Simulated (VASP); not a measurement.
# Rb3Zn (I4/mmm) in VASP: further runs

The runs below take Rb3Zn through single point, with PBE.

All numbers are computed with VASP 6.6.1; they aren't measurements. Logs are shortened: lines on timing, memory, paths and dates and some standing lists are left out, and cuts for length are marked.

## (1) The cell of the first run

The structure is tetragonal, space group I4/mmm (No. 139). Conventional cell: a = 6.279 Å, b = 6.279 Å, c = 12.635 Å, α = 90.00°, β = 90.00°, γ = 90.00°. Rb (site symmetry 4/mmm) has 4 Zn at 4.44 Å and 8 Rb at 4.45 Å within 5.8 Å. Within 5.8 Å of Rb (site symmetry -4m2) lie 8 Rb at 4.44 to 4.45 Å and 4 Zn at 4.45 Å. Within 5.8 Å of Zn (site symmetry 4/mmm) lie 12 Rb at 4.44 to 4.45 Å.

## (2) Single point, PBE

INCAR reads:

```
ALGO = Fast
EDIFF = 1E-6
ENCUT = 520
GGA = PE
ISIF = 2
ISMEAR = -1
LASPH = True
LCHARG = False
LREAL = False
LWAVE = False
NBANDS = 28
NELM = 60
PREC = Accurate
SIGMA = 0.05
```

KPOINTS reads:

```
k-points
0
Gamma
  6 6 6
```

POSCAR reads:

```
Rb3Zn
1.0
   -3.1396880000      3.1396880000      6.3175350000
    3.1396880000     -3.1396880000      6.3175350000
    3.1396880000      3.1396880000     -6.3175350000
Rb Zn
3 1
Direct
    0.5000000000      0.5000000000      0.0000000000
    0.2500000000      0.7500000000      0.5000000000
    0.7500000000      0.2500000000      0.5000000000
    0.0000000000      0.0000000000      0.0000000000
```

Potentials or basis: VASP PAW PBE potentials, release 64 (Rb_sv, Zn).

The run is started by

```console
cat potpaw_PBE.64/Rb_sv/POTCAR potpaw_PBE.64/Zn/POTCAR > POTCAR
mpirun -np 1 vasp_std > vasp.out
```

OUTCAR:

```text
EDIFF = 1E-6
   ENCUT = 520
   GGA = PE
   ISIF = 2
   ISMEAR = -1
   LASPH = True
   LREAL = False
   NELM = 60
   PREC = Accurate

 ion  position               nearest neighbor table
   1  0.500  0.500  0.000-   2 4.45   3 4.45   2 4.45   3 4.45   2 4.45   3 4.45   2 4.45   3 4.45

   2  0.250  0.750  0.500-   3 4.44   3 4.44   3 4.44   3 4.44   1 4.45   1 4.45   1 4.45   1 4.45

   3  0.750  0.250  0.500-   2 4.44   2 4.44   2 4.44   2 4.44   1 4.45   1 4.45   1 4.45   1 4.45

   4  0.000  0.000  0.000-

  LATTYP: Found a body centered tetragonal cell.
 ALAT       =     6.2793760000
 C/A-ratio  =     2.0121537554

  Lattice vectors:

 A1 = (  -3.1396880000,   3.1396880000,   6.3175350000)
 A2 = (   3.1396880000,  -3.1396880000,   6.3175350000)
 A3 = (   3.1396880000,   3.1396880000,  -6.3175350000)

Analysis of symmetry for initial positions (statically):
=====================================================================
 Subroutine PRICEL returns:
 Original cell was already a primitive cell.

 Routine SETGRP: Setting up the symmetry group for a
 body centered tetragonal supercell.

 Subroutine GETGRP returns: Found 16 space group operations
 (whereof 16 operations were pure point group operations)
 out of a pool of 16 trial point group operations.

The static configuration has the point symmetry D_4h.

Analysis of symmetry for dynamics (positions and initial velocities):
=====================================================================
 Subroutine PRICEL returns:
 Original cell was already a primitive cell.

 Routine SETGRP: Setting up the symmetry group for a
 body centered tetragonal supercell.

 Subroutine GETGRP returns: Found 16 space group operations
 (whereof 16 operations were pure point group operations)
 out of a pool of 16 trial point group operations.

The dynamic configuration has the point symmetry D_4h.

 Subroutine INISYM returns: Found 16 space group operations
 (whereof 16 operations are pure point group operations),
 and found     1 'primitive' translations

----------------------------------------------------------------------------------------

                                     Primitive cell

  volume of cell :     249.1040

  direct lattice vectors                    reciprocal lattice vectors
    -3.139688000  3.139688000  6.317535000     0.000000000  0.159251493  0.079144793
     3.139688000 -3.139688000  6.317535000     0.159251493  0.000000000  0.079144793
     3.139688000  3.139688000 -6.317535000     0.159251493  0.159251493  0.000000000

  length of vectors
     7.721821673  7.721821673  7.721821673     0.177834013  0.177834013  0.225215621

  position of ions in fractional coordinates (direct lattice)
     0.500000000  0.500000000  0.000000000
     0.250000000  0.750000000  0.500000000
     0.750000000  0.250000000  0.500000000
     0.000000000  0.000000000  0.000000000

  ion indices of the primitive-cell ions
   primitive index   ion index
                 1           1
                 2           2
                 3           3
                 4           4

----------------------------------------------------------------------------------------

 KPOINTS: k-points

Automatic generation of k-mesh.
 Grid dimensions read from file:
 generate k-points for:    6    6    6

 Generating k-lattice:

  Cartesian coordinates                     Fractional coordinates (reciprocal lattice)
     0.000000000  0.026541915  0.013190799     0.166666667  0.000000000 -0.000000000
     0.026541915  0.000000000  0.013190799     0.000000000  0.166666667 -0.000000000
     0.026541915  0.026541915  0.000000000     0.000000000  0.000000000  0.166666667

  Length of vectors
     0.029639002  0.029639002  0.037535937

  Shift w.r.t. Gamma in fractional coordinates (k-lattice)
     0.000000000  0.000000000  0.000000000

 Subroutine IBZKPT returns following result:
 ===========================================

 Found     30 irreducible k-points:

 Following reciprocal coordinates:
            Coordinates               Weight
  0.000000  0.000000  0.000000      1.000000
  0.166667  0.000000  0.000000      8.000000
  0.333333  0.000000  0.000000      8.000000
  0.500000  0.000000  0.000000      4.000000
  0.166667  0.166667  0.000000      8.000000
  0.333333  0.166667  0.000000     16.000000
[... 16 lines left out ...]
 -0.333333 -0.333333  0.166667      8.000000
 -0.166667 -0.333333  0.166667      8.000000
 [... further k-points ...]
   k-points           NKPTS =     30   k-points in BZ     NKDIM =     30   number of bands    NBANDS=     28
   number of dos      NEDOS =    301   number of ions     NIONS =      4
   total plane-waves  NPLWV = 216000
   dimension x,y,z NGX =    60 NGY =   60 NGZ =   60
   dimension x,y,z NGXF=   120 NGYF=  120 NGZF=  120
   ions per type =               3   1
   NGX,Y,Z   is equivalent  to a cutoff of  12.92, 12.92, 12.92 a.u.
   NGXF,Y,Z  is equivalent  to a cutoff of  25.84, 25.84, 25.84 a.u.
 SYSTEM =  unknown system
   PREC   = accura    normal or accurate (medium, high low for compatibility)
   ISTART =      0    job   : 0-new  1-cont  2-samecut
   ICHARG =      2    charge: 1-file 2-atom 10-const
   ISPIN  =      1    spin polarized calculation?
   LNONCOLLINEAR =      F non collinear calculations
   LSORBIT =      F    spin-orbit coupling
   LASPH  =      T    aspherical Exc in radial PAW
   ENCUT  =  520.0 eV  38.22 Ry    6.18 a.u.  14.36 14.36 14.36*2*pi/ulx,y,z
   NELM   =     60;   NELMIN=  2; NELMDL= -5     # of ELM steps
   EDIFF  = 0.1E-05   stopping-criterion for ELM
   LREAL  =      F    real-space projection
   EDIFFG = 0.1E-04   stopping-criterion for IOM
   NSW    =      0    number of steps for IOM
   IBRION =     -1    ionic relax: 0-MD 1-quasi-New 2-CG
   NFREE  =      0    steps in history (QN), initial steepest desc. (CG)
   ISIF   =      2    stress and relaxation
   ISYM   =      2    0-nonsym 1-usesym 2-fastsym
   POTIM  = 0.5000    time-step for ionic-motion
   TEBEG  =    0.0;   TEEND  =   0.0 temperature during run
   PSTRESS=    0.0 pullay stress
   NELECT =      39.0000    total number of electrons
   NUPDOWN=      -1.0000    fix difference up-down
   EMIN   =  10.00;   EMAX   =-10.00  energy-range for DOS
   EFERMI =   0.00;   METHOD = LEGACY
   ISMEAR =    -1;   SIGMA  =   0.05  broadening in eV -4-tet -1-fermi 0-gaus
   EFERMI_NEDOS =   21; number of points for ismear=-14 and -15
   IALGO  =     68    algorithm
   IMIX   =      4    mixing-type and parameters
     AMIX     =   0.40;   BMIX     =  1.00
     AMIX_MAG =   1.60;   BMIX_MAG =  1.00
  volume/ion in A,a.u.               =      62.28       420.26
  Fermi-wavevector in a.u.,A,eV,Ry     =   0.882340  1.667382 10.592470  0.778525
  Thomas-Fermi vector in A             =   2.002959
   LORBIT       =      0    0 simple, 1 ext, 2 COOP (PROOUT), +10 PAW based schemes
   GGA     = PE    functional components
   LHFCALC =     F    Hartree Fock is set to
   AEXX    =    0.0000 exact exchange contribution
   IVDW    =     0    specifies the selected vdW correction
   LEPSILON=     F    determine dielectric tensor
   LRPA    =     F    only Hartree local field effects (RPA)
 non-spin polarized calculation
 RMM-DIIS sequential band-by-band and
  energy-cutoff  :      520.00
  volume of cell :      249.10
 maximum number of plane-waves:      6752
 NGX is ok and might be reduce to    60
   NGX = 29   NGY = 29   NGZ = 29

 number of electron      39.0000007 magnetization

 Free energy of the ion-electron system (eV)
  ---------------------------------------------------
  ext. energy  EPLUGINS =         0.00000000
  ---------------------------------------------------
  free energy    TOTEN  =        -3.23564014 eV

  energy without entropy =       -3.20980464  energy(sigma->0) =       -3.22272239

 E-fermi :   0.4929     XC(G=0):  -6.2974

 val. band max:        0.4567156613   @ k =   0.5000   0.3333  -0.0000
 cond. band min:       0.4996293761   @ k =   0.5000   0.1667   0.0000
 fundamental gap:      0.0429137148
 Fermi energy:         0.4929129469

 k-point     1 :       0.0000    0.0000    0.0000
  band No.  band energies     occupation
      1     -28.4115      2.00000
      2     -28.3711      2.00000
      3     -28.3589      2.00000
      4     -12.6177      2.00000
      5     -12.5481      2.00000
      6     -12.5481      2.00000
[... 20 lines left out ...]
     27       2.9054      0.00000
     28       2.9054      0.00000

 k-point     2 :       0.1667    0.0000    0.0000
  band No.  band energies     occupation
      1     -28.4109      2.00000
      2     -28.3706      2.00000
      3     -28.3599      2.00000
      4     -12.6169      2.00000
      5     -12.5439      2.00000
      6     -12.5406      2.00000
[... 20 lines left out ...]
     27       2.8953      0.00000
     28       2.9021      0.00000

 k-point     3 :       0.3333    0.0000    0.0000
  band No.  band energies     occupation
      1     -28.4098      2.00000
      2     -28.3690      2.00000
      3     -28.3626      2.00000
      4     -12.6087      2.00000
      5     -12.5408      2.00000
      6     -12.5359      2.00000
[... 20 lines left out ...]
     27       2.9787      0.00000
     28       3.4485      0.00000

 k-point     4 :       0.5000    0.0000    0.0000
  band No.  band energies     occupation
      1     -28.4093      2.00000
      2     -28.3663      2.00000
      3     -28.3657      2.00000
      4     -12.6017      2.00000
      5     -12.5391      2.00000
      6     -12.5322      2.00000
[... 578 lines left out ...]
     27       3.4161      0.00000
     28       3.5940      0.00000

 k-point    23 :      -0.3333   -0.3333    0.1667
  band No.  band energies     occupation
      1     -28.4093      2.00000
      2     -28.3714      2.00000
      3     -28.3608      2.00000
      4     -12.5921      2.00000
      5     -12.5763      2.00000
      6     -12.5501      2.00000
[... 20 lines left out ...]
     27       3.1240      0.00000
     28       3.3158      0.00000

 k-point    24 :      -0.1667   -0.3333    0.1667
  band No.  band energies     occupation
      1     -28.4099      2.00000
      2     -28.3716      2.00000
      3     -28.3599      2.00000
      4     -12.5958      2.00000
      5     -12.5651      2.00000
      6     -12.5639      2.00000
[... 20 lines left out ...]
     27       2.9649      0.00000
     28       2.9965      0.00000

 [... further k-points ...]

------------------------ aborting loop because EDIFF is reached ----------------------------------------

  FORCE on cell =-STRESS in cart. coord.  units (eV):
  Direction    XX          YY          ZZ          XY          YZ          ZX
  --------------------------------------------------------------------------------------
  -------------------------------------------------------------------------------------
  Total        0.1461053      0.1461053     -0.0124281      0.0000000      0.0000000      0.0000000
  in kB        0.9397147      0.9397147     -0.0799343      0.0000000      0.0000000      0.0000000
  external PRESSURE =       0.5998317 kB  Pullay stress =       0.0000000 kB

 VOLUME and BASIS-vectors are now :
 -----------------------------------------------------------------------------
  energy-cutoff  :      520.00
  volume of cell :      249.10
      direct lattice vectors                 reciprocal lattice vectors
    -3.139688000  3.139688000  6.317535000     0.000000000  0.159251493  0.079144793
     3.139688000 -3.139688000  6.317535000     0.159251493  0.000000000  0.079144793
     3.139688000  3.139688000 -6.317535000     0.159251493  0.159251493  0.000000000

 POSITION                                       TOTAL-FORCE (eV/Angst)
 -----------------------------------------------------------------------------------
      0.00000      0.00000      6.31754        -0.000000      0.000000      0.000000
      3.13969     -0.00000      3.15877         0.000000     -0.000000     -0.000000
     -0.00000      3.13969      3.15877         0.000000      0.000000     -0.000000
      0.00000      0.00000      0.00000        -0.000000      0.000000      0.000000
 -----------------------------------------------------------------------------------
    total drift:                               -0.000000     -0.000000      0.000000

  FREE ENERGIE OF THE ION-ELECTRON SYSTEM (eV)
  ---------------------------------------------------
  free  energy   TOTEN  =        -3.2356401412 eV

  energy  without entropy=       -3.2098046370  energy(sigma->0) =       -3.22272239
```

It took 10 min on 1 thread of Oxide Virtual Turin-like, shared host; peak memory 0.56 GiB.

Results:

```yaml
Free_energy: -3.2356 eV
Pressure: 0.1 GPa
Band_gap_on_the_k_mesh: zero (an odd number of electrons rules out a gap without spin polarisation)
```

## (3) Single point, PBE

INCAR reads:

```
SYSTEM = Rb3Zn
  ALGO = Fast
  EDIFF = 1E-7
  ENCUT = 520
  GGA = PE
  ISIF = 2
  ISMEAR = -1
  LASPH = .TRUE.
  LCHARG = .TRUE.
  LELF = .TRUE.
  LREAL = .FALSE.
  LVHAR = .TRUE.
  LWAVE = .FALSE.
  NBANDS = 28
  NELM = 100
  PREC = Accurate
  SIGMA = 0.05
```

KPOINTS reads:

```
k-points
0
G
  6 6 6
  0 0 0
```

POSCAR is that of step 2.

Potentials or basis: VASP PAW PBE potentials, release 64 (Rb_sv, Zn).

The run is started by

```console
cat potpaw_PBE.64/Rb_sv/POTCAR potpaw_PBE.64/Zn/POTCAR > POTCAR
mpirun -np 1 vasp_std > vasp.out
```

It took 13 min on 1 thread of Oxide Virtual Turin-like, shared host; peak memory 0.57 GiB.

Results (log left out):

| Property | Result |
| --- | --- |
| Free energy | -3.2356 eV |
| Pressure | 0.1 GPa |
| Band gap on the k mesh | zero (an odd number of electrons rules out a gap without spin polarisation) |

Stress tensor (GPa, compression positive):
```
 0.09  0.00  0.00
 0.00  0.09  0.00
 0.00  0.00 -0.01
```

Levels at points of the mesh, in eV from the Fermi level:
```
           k point  band 17  band 18  band 19  band 20  band 21  band 22
(0.00, 0.00, 0.00)    -7.13    -3.85    -0.56     0.49     0.92     0.92
(0.50, 0.00, 0.00)    -7.13    -3.45    -1.14     0.14     0.49     0.91
(0.50, 0.50, 0.00)    -7.13    -3.36    -0.53     0.25     0.32     0.46
(0.50, 0.50, 0.50)    -7.13    -3.56    -1.39     0.22     1.10     1.10
```

## (4) Single point, PBE

This run uses another cell than the first one, of 63.52 Å³/atom.

INCAR reads:

```
ALGO = Fast ; EDIFF = 1E-7
ENCUT = 520 ; GGA = PE
ISIF = 2 ; ISMEAR = -1
LASPH = T ; LCHARG = F
LREAL = F ; LWAVE = F
NBANDS = 28 ; NELM = 80
PREC = Accurate ; SIGMA = 0.05
```

KPOINTS reads:

```
k-points
0
Gamma
  6 6 6
```

POSCAR reads:

```
Rb3Zn
1.0
   -3.1604812417      3.1604812417      6.3593741994
    3.1604812417     -3.1604812417      6.3593741994
    3.1604812417      3.1604812417     -6.3593741994
Rb Zn
3 1
Direct
    0.5000000000      0.5000000000      0.0000000000
    0.2500000000      0.7500000000      0.5000000000
    0.7500000000      0.2500000000      0.5000000000
    0.0000000000      0.0000000000      0.0000000000
```

Potentials or basis: VASP PAW PBE potentials, release 64 (Rb_sv, Zn).

The run is started by

```console
cat potpaw_PBE.64/Rb_sv/POTCAR potpaw_PBE.64/Zn/POTCAR > POTCAR
mpirun -np 1 vasp_std > vasp.out
```

OUTCAR:

```text
EDIFF = 1E-7
   ENCUT = 520
   GGA = PE
   ISIF = 2
   ISMEAR = -1
   LASPH = T
   LREAL = F
   NELM = 80
   PREC = Accurate

 ion  position               nearest neighbor table
   1  0.500  0.500  0.000-   2 4.48   3 4.48   2 4.48   3 4.48   2 4.48   3 4.48   2 4.48   3 4.48

   2  0.250  0.750  0.500-   3 4.47   3 4.47   3 4.47   3 4.47   1 4.48   1 4.48   1 4.48   1 4.48

   3  0.750  0.250  0.500-   2 4.47   2 4.47   2 4.47   2 4.47   1 4.48   1 4.48   1 4.48   1 4.48

[... 947 lines left out ...]
  Direction    XX          YY          ZZ          XY          YZ          ZX
  --------------------------------------------------------------------------------------
  -------------------------------------------------------------------------------------
  Total        0.0405501      0.0405501     -0.1096192      0.0000000     -0.0000000      0.0000000
  in kB        0.2556947      0.2556947     -0.6912201      0.0000000     -0.0000000      0.0000000
  external PRESSURE =      -0.0599435 kB  Pullay stress =       0.0000000 kB

 VOLUME and BASIS-vectors are now :
 -----------------------------------------------------------------------------
  energy-cutoff  :      520.00
  volume of cell :      254.09
      direct lattice vectors                 reciprocal lattice vectors
    -3.160481242  3.160481242  6.359374199     0.000000000  0.158203755  0.078624089
     3.160481242 -3.160481242  6.359374199     0.158203755  0.000000000  0.078624089
     3.160481242  3.160481242 -6.359374199     0.158203755  0.158203755  0.000000000

 POSITION                                       TOTAL-FORCE (eV/Angst)
 -----------------------------------------------------------------------------------
      0.00000      0.00000      6.35937        -0.000000     -0.000000     -0.000000
      3.16048     -0.00000      3.17969        -0.000000      0.000000      0.000000
     -0.00000      3.16048      3.17969         0.000000      0.000000     -0.000000
      0.00000      0.00000      0.00000        -0.000000     -0.000000     -0.000000
 -----------------------------------------------------------------------------------
    total drift:                               -0.000000     -0.000000      0.000000

  FREE ENERGIE OF THE ION-ELECTRON SYSTEM (eV)
  ---------------------------------------------------
  free  energy   TOTEN  =        -3.2365061496 eV

  energy  without entropy=       -3.2107192270  energy(sigma->0) =       -3.22361269
```

OSZICAR:

```text
N       E                     dE             d eps       ncg     rms          rms(c)
DAV:   1     0.275630508644E+03    0.27563E+03   -0.15827E+04  1680   0.116E+03
DAV:   2     0.310214679454E+02   -0.24461E+03   -0.23902E+03  1916   0.265E+02
DAV:   3    -0.195092360676E+01   -0.32972E+02   -0.32832E+02  2448   0.928E+01
[... 11 lines left out ...]
RMM:  15    -0.323650531588E+01   -0.57411E-06   -0.59408E-06  2802   0.833E-03    0.776E-04
RMM:  16    -0.323650572411E+01   -0.40822E-06   -0.29111E-06  2725   0.642E-03    0.498E-04
RMM:  17    -0.323650594971E+01   -0.22560E-06   -0.18405E-06  2576   0.509E-03    0.439E-04
RMM:  18    -0.323650607184E+01   -0.12214E-06   -0.10900E-06  2349   0.414E-03    0.863E-05
RMM:  19    -0.323650614959E+01   -0.77744E-07   -0.65019E-07  2155   0.347E-03
   1 F= -.32365061E+01 E0= -.32236127E+01  d E =-.257869E-01
```

stdout:

```text
POSCAR found type information on POSCAR RbZn
[... 25 lines left out ...]
 num prob  num prob  num prob  num prob  num prob  num prob  num prob  num prob  num prob  num prob  num prob  num prob  num prob  num prob  num prob  num prob  num prob  num prob  num prob  num prob  num prob  num prob  num prob  num prob  num prob  num prob  num prob  num prob  num prob  num prob  num prob  num prob  num prob  num prob  num prob  num prob  num prob  num prob  num prob  num prob  num prob  num prob  num prob  num prob  num prob  num prob  num prob  num prob  num prob  num prob  num prob  num prob  num prob  num prob  num prob  num prob  num prob  num prob  num prob  num prob  num prob  num prob  num prob  num prob  num prob  num prob  num prob  num prob  num prob  num prob  num prob  num prob  num prob  num prob  num prob  num prob  num prob  num prob  num prob  num prob  num prob  num prob  num prob  num prob RMM:  19    -0.323650614959E+01   -0.77744E-07   -0.65019E-07  2155   0.347E-03
```

It took 11 min on 1 thread of Oxide Virtual Turin-like, shared host; peak memory 0.56 GiB.

Results:

```
Free energy            : -3.2365 eV
Pressure               : 0.0 GPa
Band gap on the k mesh : zero (an odd number of electrons rules out a gap without spin polarisation)
```

Levels at points of the mesh, in eV from the Fermi level:
```csv
k point,band 16,band 17,band 18,band 19,band 20,band 21,band 22,band 23
"(0.00, 0.00, 0.00)",-7.13,-7.13,-3.83,-0.57,0.50,0.92,0.92,1.51
"(0.50, 0.00, 0.00)",-7.13,-7.13,-3.44,-1.13,0.15,0.46,0.92,1.59
"(0.50, 0.50, 0.00)",-7.13,-7.13,-3.35,-0.52,0.24,0.32,0.45,0.51
"(0.50, 0.50, 0.50)",-7.13,-7.13,-3.54,-1.38,0.22,1.09,1.09,1.22
```

(Part 1 of 2 ends here.)

The gap in the log of VASP goes by the Fermi energy; the results here count the filled bands.